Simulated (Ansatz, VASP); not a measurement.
This is a calculation of P for VASP 6.6.1.

File INCAR:

```
SYSTEM = P
ALGO = Normal
EDIFF = 1E-7
EDIFFG = -0.01
ENCUT = 600
GGA = PE
IBRION = 2
ISIF = 3
ISMEAR = -1
IVDW = 12
LASPH = .True.
LCHARG = .False.
LREAL = .False.
LWAVE = .False.
NELM = 80
NSW = 60
PREC = Accurate
SIGMA = 0.05
```

KPOINTS

```
k-points
0
Gamma
  11 11 11
  0 0 0
```

File POSCAR:

```
P
1.0
   -1.6915100431      2.5151650373      1.8589441358
    1.6915100431     -2.5151650373      1.8589441358
    1.6915100431      2.5151650373     -1.8589441358
P
2
Direct
    0.6966908900      0.9466908900      0.7500000000
    0.3033091100      0.0533091100      0.2500000000
```

Potentials or basis: VASP PAW PBE potentials, release 64 (P).

Launch:

```bash
$ cat potpaw_PBE.64/P/POTCAR > POTCAR
$ mpirun -np 1 vasp_std > vasp.out
```

Task: Set up the same calculation for Ansatz 0.2.0. Potentials there: Ansatz PAW.

Result: As run (the cutoff follows the program's own potentials):

File input.yaml:

```yaml
crystal:
  lattice:
    - [-1.6915100431, 2.5151650373, 1.8589441358]
    - [1.6915100431, -2.5151650373, 1.8589441358]
    - [1.6915100431, 2.5151650373, -1.8589441358]
  atoms:
    - { symbol: P, position: [0.69669089, 0.94669089, 0.75] }
    - { symbol: P, position: [0.30330911, 0.05330911, 0.25] }
hamiltonian:
  xc: pbe
  pseudopotentials: { kind: paw }
  dispersion: d3bj
kpoints:
  mp_grid: { grid: [11, 11, 11] }
scf:
  occupations: { method: fermi_dirac, width: 0.05 }
output:
  forces: true
  stress: true
  eigenvalues: true
relax:
  f_tol: 0.01
  max_steps: 40
  cell: { stress_tol: 0.05 }
```

Potentials or basis: Ansatz PAW.

The run is started by

```console
$ ansatz run input.yaml --threads 2 --pin off --max-ram 5632MiB --backend cpu --events-out ev --progress --plain --runs-dir out
```

Both were run:

|  | VASP | Ansatz | Ansatz less VASP |
| --- | --- | --- | --- |
| gap on the k mesh at the Fermi level, each at its own relaxed structure (eV) | none | none | - |
| relaxed volume (Å³/atom) | 14.13 | 14.17 | +0.038 |
| relaxed length of the cell vector where the two differ most in proportion (Å) | 3.421 | 3.424 | +0.0030 |

A gap of «none» marks a metal or a gap that the smearing closes.

Noted on Ansatz's run: the plane-wave basis is chosen anew once the cell has moved, so the energies of steps on either side of that aren't comparable.
